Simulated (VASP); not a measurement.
# Cu (P6/mmm) in VASP: notebook

Runs on Cu. Level: LDA. Tasks: single point, relaxation of cell and atoms.

Everything below comes from runs of VASP 6.6.1. Logs are shortened: lines on timing, memory, paths and dates and some standing lists are left out, and cuts for length are marked.

### 1 The cell of the first run

The structure is hexagonal, space group P6/mmm (No. 191). The conventional cell has a = 4.152 Å, b = 4.152 Å, c = 2.493 Å, α = 90.00°, β = 90.00°, γ = 120.00°. Within 3.3 Å of Cu (site symmetry 6/mmm) lie 14 Cu at 2.49 to 2.70 Å. Within 3.2 Å of Cu (site symmetry -6m2) lie 11 Cu at 2.40 to 2.70 Å.

### 2 Single point, LDA (volume scaled by 1.12)

INCAR

```
SYSTEM = Cu
PREC     = Accurate       ! precision mode
ENCUT    = 520            ! plane-wave cutoff, eV
EDIFF    = 1E-6           ! SCF threshold, eV
ISMEAR   = -1             ! smearing method
SIGMA    = 0.1            ! smearing width, eV
LREAL    = .False.        ! projectors in reciprocal space
LASPH    = .True.         ! aspherical terms in the spheres
NELM     = 100            ! most SCF steps
ALGO     = Normal         ! electronic algorithm
ISIF     = 2              ! what is computed and relaxed
LWAVE    = .False.        ! write WAVECAR
LCHARG   = .True.         ! write CHGCAR
GGA      = CA             ! functional
LELF     = .True.         ! ELF
LVHAR    = .True.       
NBANDS   = 24             ! bands
```

KPOINTS

```
Automatic mesh
0
Gamma
  10 10 15
  0 0 0
```

POSCAR

```
Cu
1.0
    4.1523606579      0.0000000000      0.0000000000
   -2.0761803290      3.5960498154      0.0000000000
    0.0000000000      0.0000000000      2.4928123728
Cu
3
Direct
    1.0000000000      1.0000000000      0.0000000000
    0.3333333333      0.6666666667      0.5000000000
    0.6666666667      0.3333333333      0.5000000000
```

Potentials or basis: VASP PAW LDA potentials, release 64 (Cu).

On the command line:

```bash
$ cat potpaw_LDA.64/Cu/POTCAR > POTCAR
$ mpirun -np 1 vasp_std > vasp.out
```

OUTCAR:

```text
SYSTEM = Cu
   PREC = Accurate
   ENCUT = 520
   EDIFF = 1E-6
   ISMEAR = -1
   LREAL = .False.
   LASPH = .True.
   NELM = 100
   ISIF = 2
   GGA = CA

 ion  position               nearest neighbor table
   1  0.000  0.000  0.000-   2 2.70   3 2.70   2 2.70   3 2.70   3 2.70   3 2.70   2 2.70   2 2.70
                             3 2.70   3 2.70   2 2.70   2 2.70
   2  0.333  0.667  0.500-   3 2.40   3 2.40   3 2.40   1 2.70   1 2.70   1 2.70   1 2.70   1 2.70
                             1 2.70
   3  0.667  0.333  0.500-   2 2.40   2 2.40   2 2.40   1 2.70   1 2.70   1 2.70   1 2.70   1 2.70
                             1 2.70

  LATTYP: Found a hexagonal cell.
 ALAT       =     4.1523606579
 C/A-ratio  =     0.6003361890

  Lattice vectors:

 A1 = (   4.1523606579,   0.0000000000,   0.0000000000)
 A2 = (  -2.0761803290,   3.5960498154,   0.0000000000)
 A3 = (   0.0000000000,   0.0000000000,   2.4928123728)

Analysis of symmetry for initial positions (statically):
=====================================================================
 Subroutine PRICEL returns:
 Original cell was already a primitive cell.

 Routine SETGRP: Setting up the symmetry group for a
 hexagonal supercell.

 Subroutine GETGRP returns: Found 24 space group operations
 (whereof 24 operations were pure point group operations)
 out of a pool of 24 trial point group operations.

The static configuration has the point symmetry D_6h.

Analysis of symmetry for dynamics (positions and initial velocities):
=====================================================================
 Subroutine PRICEL returns:
 Original cell was already a primitive cell.

 Routine SETGRP: Setting up the symmetry group for a
 hexagonal supercell.

 Subroutine GETGRP returns: Found 24 space group operations
 (whereof 24 operations were pure point group operations)
 out of a pool of 24 trial point group operations.

The dynamic configuration has the point symmetry D_6h.

 Subroutine INISYM returns: Found 24 space group operations
 (whereof 24 operations are pure point group operations),
 and found     1 'primitive' translations

----------------------------------------------------------------------------------------

                                     Primitive cell

  volume of cell :      37.2229

  direct lattice vectors                    reciprocal lattice vectors
     4.152360658  0.000000000  0.000000000     0.240826865  0.139041455  0.000000000
    -2.076180329  3.596049815  0.000000000     0.000000000  0.278082911  0.000000000
     0.000000000  0.000000000  2.492812373     0.000000000  0.000000000  0.401153336

  length of vectors
     4.152360658  4.152360658  2.492812373     0.278082911  0.278082911  0.401153336

  position of ions in fractional coordinates (direct lattice)
     0.000000000  0.000000000  0.000000000
     0.333333333  0.666666667  0.500000000
     0.666666667  0.333333333  0.500000000

  ion indices of the primitive-cell ions
   primitive index   ion index
                 1           1
                 2           2
                 3           3

----------------------------------------------------------------------------------------

 KPOINTS: Automatic mesh

Automatic generation of k-mesh.
 Grid dimensions read from file:
 generate k-points for:   10   10   15

 Generating k-lattice:

  Cartesian coordinates                     Fractional coordinates (reciprocal lattice)
     0.024082687  0.013904146  0.000000000     0.100000000  0.000000000  0.000000000
     0.000000000  0.027808291  0.000000000     0.000000000  0.100000000  0.000000000
     0.000000000  0.000000000  0.026743556     0.000000000  0.000000000  0.066666667

  Length of vectors
     0.027808291  0.027808291  0.026743556

  Shift w.r.t. Gamma in fractional coordinates (k-lattice)
     0.000000000  0.000000000  0.000000000

 Subroutine IBZKPT returns following result:
 ===========================================

 Found    112 irreducible k-points:

 Following reciprocal coordinates:
            Coordinates               Weight
  0.000000  0.000000  0.000000      1.000000
  0.100000 -0.000000  0.000000      6.000000
  0.200000 -0.000000  0.000000      6.000000
  0.300000 -0.000000  0.000000      6.000000
  0.400000 -0.000000  0.000000      6.000000
  0.500000 -0.000000  0.000000      3.000000
[... 16 lines left out ...]
  0.300000  0.100000  0.066667     24.000000
  0.400000  0.100000  0.066667     24.000000
 [... further k-points ...]
   k-points           NKPTS =    112   k-points in BZ     NKDIM =    112   number of bands    NBANDS=     24
   number of dos      NEDOS =    301   number of ions     NIONS =      3
   total plane-waves  NPLWV =  20480
   dimension x,y,z NGX =    32 NGY =   32 NGZ =   20
   dimension x,y,z NGXF=    64 NGYF=   64 NGZF=   40
   ions per type =               3
   NGX,Y,Z   is equivalent  to a cutoff of  12.81, 12.81, 13.34 a.u.
   NGXF,Y,Z  is equivalent  to a cutoff of  25.62, 25.62, 26.68 a.u.
 SYSTEM =  Cu
   PREC   = accura    normal or accurate (medium, high low for compatibility)
   ISTART =      0    job   : 0-new  1-cont  2-samecut
   ICHARG =      2    charge: 1-file 2-atom 10-const
   ISPIN  =      1    spin polarized calculation?
   LNONCOLLINEAR =      F non collinear calculations
   LSORBIT =      F    spin-orbit coupling
   LASPH  =      T    aspherical Exc in radial PAW
   ENCUT  =  520.0 eV  38.22 Ry    6.18 a.u.   7.72  7.72  4.63*2*pi/ulx,y,z
   NELM   =    100;   NELMIN=  2; NELMDL= -5     # of ELM steps
   EDIFF  = 0.1E-05   stopping-criterion for ELM
   LREAL  =      F    real-space projection
   EDIFFG = 0.1E-04   stopping-criterion for IOM
   NSW    =      0    number of steps for IOM
   IBRION =     -1    ionic relax: 0-MD 1-quasi-New 2-CG
   NFREE  =      0    steps in history (QN), initial steepest desc. (CG)
   ISIF   =      2    stress and relaxation
   ISYM   =      2    0-nonsym 1-usesym 2-fastsym
   POTIM  = 0.5000    time-step for ionic-motion
   TEBEG  =    0.0;   TEEND  =   0.0 temperature during run
   PSTRESS=    0.0 pullay stress
   NELECT =      33.0000    total number of electrons
   NUPDOWN=      -1.0000    fix difference up-down
   EMIN   =  10.00;   EMAX   =-10.00  energy-range for DOS
   EFERMI =   0.00;   METHOD = LEGACY
   ISMEAR =    -1;   SIGMA  =   0.10  broadening in eV -4-tet -1-fermi 0-gaus
   EFERMI_NEDOS =   21; number of points for ismear=-14 and -15
   IALGO  =     38    algorithm
   IMIX   =      4    mixing-type and parameters
     AMIX     =   0.40;   BMIX     =  1.00
     AMIX_MAG =   1.60;   BMIX_MAG =  1.00
  volume/ion in A,a.u.               =      12.41        83.73
  Fermi-wavevector in a.u.,A,eV,Ry     =   1.572688  2.971950 33.651955  2.473349
  Thomas-Fermi vector in A             =   2.674085
   LORBIT       =      0    0 simple, 1 ext, 2 COOP (PROOUT), +10 PAW based schemes
   GGA     = CA    functional components
   LHFCALC =     F    Hartree Fock is set to
   AEXX    =    0.0000 exact exchange contribution
   IVDW    =     0    specifies the selected vdW correction
   LEPSILON=     F    determine dielectric tensor
   LRPA    =     F    only Hartree local field effects (RPA)
 non-spin polarized calculation
  energy-cutoff  :      520.00
  volume of cell :       37.22
 maximum number of plane-waves:      1024
 NGX is ok and might be reduce to    32
   NGX = 15   NGY = 15   NGZ =  9

 number of electron      33.0000015 magnetization

 Free energy of the ion-electron system (eV)
  ---------------------------------------------------
  ext. energy  EPLUGINS =         0.00000000
  ---------------------------------------------------
  free energy    TOTEN  =       -13.68235204 eV

  energy without entropy =      -13.65250284  energy(sigma->0) =      -13.66742744

 E-fermi :   6.7316     XC(G=0): -12.8091

 val. band max:        6.7164173764   @ k =   0.2000   0.2000   0.1333
 cond. band min:       6.7675947816   @ k =   0.4000  -0.0000   0.4667
 fundamental gap:      0.0511774052
 Fermi energy:         6.7316391119

 k-point     1 :       0.0000    0.0000    0.0000
  band No.  band energies     occupation
      1      -2.2372      2.00000
      2       2.3830      2.00000
      3       3.2504      2.00000
      4       3.2504      2.00000
      5       3.2653      2.00000
      6       3.3089      2.00000
[... 16 lines left out ...]
     23      21.3521      0.00000
     24      26.6956      0.00000

 k-point     2 :       0.1000   -0.0000    0.0000
  band No.  band energies     occupation
      1      -2.1146      2.00000
      2       2.3854      2.00000
      3       2.9750      2.00000
      4       3.1346      2.00000
      5       3.1988      2.00000
      6       3.4289      2.00000
[... 16 lines left out ...]
     23      21.5227      0.00000
     24      26.7347      0.00000

 k-point     3 :       0.2000   -0.0000    0.0000
  band No.  band energies     occupation
      1      -1.7511      2.00000
      2       2.3335      2.00000
      3       2.6758      2.00000
      4       2.9996      2.00000
      5       3.0800      2.00000
      6       3.4341      2.00000
[... 16 lines left out ...]
     23      22.0250      0.00000
     24      26.8194      0.00000

 k-point     4 :       0.3000   -0.0000    0.0000
  band No.  band energies     occupation
      1      -1.1610      2.00000
      2       2.1039      2.00000
      3       2.3095      2.00000
      4       2.8976      2.00000
      5       3.0938      2.00000
      6       3.3644      2.00000
[... 16 lines left out ...]
     23      22.8341      0.00000
     24      24.6878      0.00000

 k-point     5 :       0.4000   -0.0000    0.0000
  band No.  band energies     occupation
      1      -0.3750      2.00000
      2       1.4711      2.00000
      3       2.0107      2.00000
      4       2.9801      2.00000
      5       3.1459      2.00000
      6       3.2515      2.00000
[... 451 lines left out ...]
 k-point    22 :       0.2000    0.1000    0.0667
  band No.  band energies     occupation
      1      -1.2860      2.00000
      2       2.2719      2.00000
      3       2.5027      2.00000
      4       2.8666      2.00000
      5       3.2166      2.00000
      6       3.4591      2.00000
[... 16 lines left out ...]
     23      21.0555      0.00000
     24      24.8385      0.00000

 k-point    23 :       0.3000    0.1000    0.0667
  band No.  band energies     occupation
      1      -0.6028      2.00000
      2       1.9057      2.00000
      3       2.1439      2.00000
      4       2.9480      2.00000
      5       3.1828      2.00000
      6       3.3776      2.00000
[... 16 lines left out ...]
     23      21.8301      0.00000
     24      22.3443      0.00000

 k-point    24 :       0.4000    0.1000    0.0667
  band No.  band energies     occupation
      1       0.2410      2.00000
      2       1.1469      2.00000
      3       1.9742      2.00000
      4       3.0824      2.00000
      5       3.1869      2.00000
      6       3.2547      2.00000
[... 16 lines left out ...]
     23      22.8169      0.00000
     24      23.0567      0.00000

 [... further k-points ...]
[... 5 lines left out ...]
  --------------------------------------------------------------------------------------
  -------------------------------------------------------------------------------------
  Total       -3.3740648     -3.3740648     -3.3144930      0.0000000     -0.0000000     -0.0000000
  in kB     -145.2290975   -145.2290975   -142.6649641      0.0000000     -0.0000000     -0.0000000
  external PRESSURE =    -144.3743864 kB  Pullay stress =       0.0000000 kB

 VOLUME and BASIS-vectors are now :
 -----------------------------------------------------------------------------
  energy-cutoff  :      520.00
  volume of cell :       37.22
      direct lattice vectors                 reciprocal lattice vectors
     4.152360658  0.000000000  0.000000000     0.240826865  0.139041455  0.000000000
    -2.076180329  3.596049815  0.000000000     0.000000000  0.278082911  0.000000000
     0.000000000  0.000000000  2.492812373     0.000000000  0.000000000  0.401153336

 POSITION                                       TOTAL-FORCE (eV/Angst)
 -----------------------------------------------------------------------------------
      0.00000      0.00000      0.00000         0.000000      0.000000      0.000000
     -0.00000      2.39737      1.24641         0.000000     -0.000000      0.000000
      2.07618      1.19868      1.24641        -0.000000      0.000000      0.000000
 -----------------------------------------------------------------------------------
    total drift:                               -0.000000      0.000000      0.000000

  FREE ENERGIE OF THE ION-ELECTRON SYSTEM (eV)
  ---------------------------------------------------
  free  energy   TOTEN  =       -13.6823520422 eV

  energy  without entropy=      -13.6525028403  energy(sigma->0) =      -13.66742744
```

Wall time 39 s (1 thread of Intel Xeon 6975P-C (Granite Rapids), shared host); peak memory 0.19 GiB.

Results:

* Free energy: -13.6824 eV
* Pressure: -14.4 GPa

Levels at points of the mesh, in eV from the Fermi level:
```csv
k point,band 14,band 15,band 16,band 17,band 18,band 19
"(0.00, 0.00, 0.00)",-2.28,-1.55,-1.55,4.46,4.46,4.47
"(0.50, 0.00, 0.00)",-1.75,-1.74,-1.62,-1.52,-0.53,3.93
```

[end of part 1 of 2]
